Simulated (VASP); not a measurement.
Write the native input for VASP 6.6.1 that does the following.

```
Task                   : single point
Functional             : r2SCAN
Potentials or basis    : VASP PAW PBE potentials, release 64 (B, N)
Cutoff                 : 520 eV
k mesh                 : 8 × 8 × 8
Occupations            : methfessel-paxton, width 0.01 eV
Spin                   : no spin polarisation
Dipole correction      : no
Further INCAR settings : ALGO = Normal; EDIFF = 1e-07; NBANDS = 11
```

Crystal: BN.

```
CELL_PARAMETERS angstrom
0.00000 3.58060 2.21894
1.28217 0.00000 2.21894
1.28217 3.58060 0.00000
ATOMIC_POSITIONS crystal
B 0.00005 0.00005 0.99995
N 0.66667 0.66667 0.33333
```

The input as run:

POSCAR

```
BN
1.0
    0.0000000000      3.5806010367      2.2189432029
    1.2821715796      0.0000000000      2.2189432029
    1.2821715796      3.5806010367      0.0000000000
B N
1 1
Direct
    0.0000490000      0.0000490000      0.9999510000
    0.6666666667      0.6666666667      0.3333333333
```

INCAR.step1

```
SYSTEM = BN
PREC = Accurate
ENCUT = 520
ISMEAR = 1
SIGMA = 0.01
LREAL = .FALSE.
LASPH = .TRUE.
NELM = 80
NBANDS = 11
GGA = PE
ALGO = Normal
EDIFF = 1E-4
LWAVE = .TRUE.
LCHARG = .FALSE.
```

INCAR.step2

```
SYSTEM = BN
PREC = Accurate
ENCUT = 520
EDIFF = 1E-7
ISMEAR = 1
SIGMA = 0.01
LREAL = .FALSE.
LASPH = .TRUE.
NELM = 80
ALGO = Normal
ISIF = 2
LWAVE = .FALSE.
LCHARG = .TRUE.
METAGGA = R2SCAN
LMIXTAU = .TRUE.
LELF = .TRUE.
LVHAR = .TRUE.
NBANDS = 11
ISTART = 1
```

KPOINTS

```
regular mesh
0
G
  8 8 8
  0 0 0
```

Potentials or basis: VASP PAW PBE potentials, release 64 (B, N).

The run is started by

```sh
$ cat potpaw_PBE.64/B/POTCAR potpaw_PBE.64/N/POTCAR > POTCAR
$ cp INCAR.step1 INCAR
$ mpirun -np 1 vasp_std > vasp.out
$ cp INCAR.step2 INCAR
$ mpirun -np 1 vasp_std > vasp.out
```

Results of the run:

| Quantity | Value |
| --- | --- |
| Pressure | -15.1 GPa |
| Largest force | 0.008 eV/Å |
| Band gap on the k mesh | 4.28 eV, indirect (least direct gap 5.23 eV) |

Caveat: the PAW data sets were made with another functional, which shifts forces and pressure a little.

It took 2.4 min on 1 thread of AMD EPYC 9R45 (Zen 5), with other jobs on the host, peak memory 0.12 GiB.
